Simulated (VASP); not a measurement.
Wanted: the native input for a VASP 6.6.1 run.

```yaml
Task: single point
Functional: PBE
Potentials_or_basis: VASP PAW PBE potentials, release 64 (La)
Cutoff: 520 eV
k_mesh: 12 × 12 × 7
Occupations: fermi-dirac, width 0.05 eV
Spin: no spin polarisation
Dipole_correction: no
Further_INCAR_settings: ALGO = Normal; EDIFF = 1e-06; NBANDS = 18
```

The structure of La lies in POSCAR:

```
La
1.0
    3.5697834557      0.0000000000      0.0000000000
   -1.7848917279      3.0915231586      0.0000000000
    0.0000000000      0.0000000000      5.8643846211
La
2
Direct
    0.3333333333      0.6666666667      0.2500000000
    0.6666666667      0.3333333333      0.7500000000
```

The input as run:

INCAR

```
SYSTEM = La
PREC     = Accurate       ! precision mode
ENCUT    = 520            ! plane-wave cutoff, eV
EDIFF    = 1E-6           ! SCF threshold, eV
ISMEAR   = -1             ! smearing method
SIGMA    = 0.05           ! smearing width, eV
LREAL    = .FALSE.        ! projectors in reciprocal space
LASPH    = .TRUE.         ! aspherical terms in the spheres
NELM     = 60             ! most SCF steps
ALGO     = Normal         ! electronic algorithm
ISIF     = 2              ! what is computed and relaxed
LWAVE    = .FALSE.        ! write WAVECAR
LCHARG   = .TRUE.         ! write CHGCAR
GGA      = PE             ! functional
LELF     = .TRUE.         ! ELF
LVHAR    = .TRUE.       
NBANDS   = 18             ! bands
```

KPOINTS

```
Automatic mesh
0
G
  12 12 7
  0 0 0
```

Potentials or basis: VASP PAW PBE potentials, release 64 (La).

The run is started by

```sh
$ cat potpaw_PBE.64/La/POTCAR > POTCAR
$ mpirun -np 1 vasp_std > vasp.out
```

Results of the run:

The pressure is 4.5 GPa. The band gap on the k mesh is zero (band 11 reaches 10.33 eV, above the bottom of band 12 at 8.79 eV).

Caveat: spin-orbit coupling is left out, which moves the levels of the heavy elements.

It took 75 s on 1 thread of Intel(R) Xeon(R) 6975P-C (Granite Rapids), on a shared host, peak memory 0.24 GiB.
